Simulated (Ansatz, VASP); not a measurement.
V: VASP beside Ansatz

```
V
1.0
     1.97143    0.00000    0.00000
     0.00000    1.97143    0.00000
     0.00000    0.00000    1.97143
V
1
Direct
  0.00000 0.00000 0.00000
```

Change from the starting cell: volume scaled by 0.52, LAPW.

Alike in both runs: task single point; functional PBE; k mesh 15 × 15 × 15; occupations fermi-dirac, width 0.08 eV; no spin polarisation.

|  | VASP | Ansatz |
| --- | --- | --- |
| version | VASP 6.6.1 | Ansatz 0.2.0 |
| potentials or method | VASP PAW PBE potentials, release 64 (V_sv), cutoff 520 eV | all-electron LAPW, scalar-relativistic |

```csv
,VASP,Ansatz,Ansatz less VASP
pressure (GPa),329.1,309.2,-19.89
```

Both programs put the cell under a high pressure, so it lies far from rest at this level. Ansatz ran all-electron here, and VASP with PAW potentials.

Noted on VASP's run: the cell as given lies far from equilibrium.
